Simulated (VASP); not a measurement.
## VRu: electric field gradients with LDA

The system is VRu.

```
CELL_PARAMETERS angstrom
3.00283 0.00000 0.00000
0.00000 3.00283 0.00000
0.00000 0.00000 3.00283
ATOMIC_POSITIONS crystal
V 0.50000 0.50000 0.50000
Ru 0.00000 0.00000 0.00000
```

* Program: VASP 6.6.1
* Task: electric field gradients
* Functional: LDA
* Potentials or basis: VASP PAW LDA potentials, release 64 (V_sv, Ru_pv)
* Cutoff: 520 eV
* k mesh: 12 × 12 × 12
* Occupations: fermi-dirac, width 0.05 eV
* Spin: collinear spin, ferromagnetic start
* Starting moments: [1.5, 0.0] μB
* Dipole correction: no
* Further INCAR settings: ALGO = Normal; EDIFF = 1e-08; NBANDS = 24

The pressure is -13.6 GPa, the net moment is 0.00 μB per cell and the largest electric field gradient by atom is under 0.05 V/Å² on every atom. The valence electrons inside the program's atomic spheres are V 11.60; Ru 12.71.

Levels at points of the mesh, in eV from the Fermi level:
Spin up:
```tsv
k point	band 11	band 12	band 13	band 14	band 15	band 16
(0.00, 0.00, 0.00)	-2.10	-2.10	-2.10	0.60	0.60	2.20
(0.50, 0.00, 0.00)	-2.25	-2.25	-1.85	-0.90	-0.40	-0.40
(0.50, 0.50, 0.00)	-3.76	0.16	0.28	0.83	0.86	0.86
(0.50, 0.50, 0.50)	-2.16	-2.16	-2.16	0.25	0.25	1.53
```
Spin down:
| k point | band 11 | band 12 | band 13 | band 14 | band 15 | band 16 |
| --- | --- | --- | --- | --- | --- | --- |
| (0.00, 0.00, 0.00) | -2.10 | -2.10 | -2.10 | 0.60 | 0.60 | 2.20 |
| (0.50, 0.00, 0.00) | -2.25 | -2.25 | -1.85 | -0.90 | -0.40 | -0.40 |
| (0.50, 0.50, 0.00) | -3.76 | 0.16 | 0.28 | 0.83 | 0.86 | 0.86 |
| (0.50, 0.50, 0.50) | -2.16 | -2.16 | -2.16 | 0.25 | 0.25 | 1.53 |

Wall time 2.8 min on 1 thread of Oxide Virtual Turin-like Processor, on a shared host, peak memory 0.17 GiB.

Caveat: the cell stands under tension; the moments typed at the start vanished in this run.
